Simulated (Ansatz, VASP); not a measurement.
# One calculation of Al3GaN4, two programs

```
Al Ga N
1.0
     4.36305   -0.08087   -0.08087
    -0.08087    4.36305   -0.08087
    -0.08087   -0.08087    4.36305
Al Ga N
3 1 4
Cartesian
  2.1411 2.1411 -0.0809
  2.1411 -0.0809 2.1411
  -0.0809 2.1411 2.1411
  0.0000 0.0000 0.0000
  3.1684 3.1684 0.9934
  3.1684 0.9934 3.1684
  0.9934 3.1684 3.1684
  1.0725 1.0725 1.0725
```

Change from the starting cell: equal engineering shear yz, xz and xy -0.0367, equal normal strain along x, y and z -0.0100.

Alike in both runs: task single point; functional PBEsol; k mesh 6 × 6 × 6; occupations gaussian, width 0.05 eV; no spin polarisation.

```csv
,VASP,Ansatz
version,VASP 6.6.1,Ansatz 0.2.0
potentials or method,"VASP PAW PBE potentials, release 64 (Al, Ga_d, N), cutoff 520 eV","scalar-relativistic, plane waves, PAW"
valence electrons in the cell,42,42
```

|  | VASP | Ansatz | Ansatz less VASP |
| --- | --- | --- | --- |
| gap on the k mesh at the Fermi level (eV) | 3.12 | 3.12 | +0.008 |
| least direct gap on the mesh (eV) | 3.12 | 3.12 | +0.008 |
| pressure (GPa) | 7.5 | 7.5 | +0.02 |
| traceless stress, the component that is largest in VASP (GPa) | 9.23 | 9.14 | -0.085 |
| rms of the force components (eV/Å) | 0.497 | 0.493 | -0.0046 |

VASP's potentials were made for PBE, not for PBEsol. Atom by atom the forces differ by 0.011 eV/Å (rms over components). With one functional, cell and mesh, what is left measures potentials, basis and numerics.
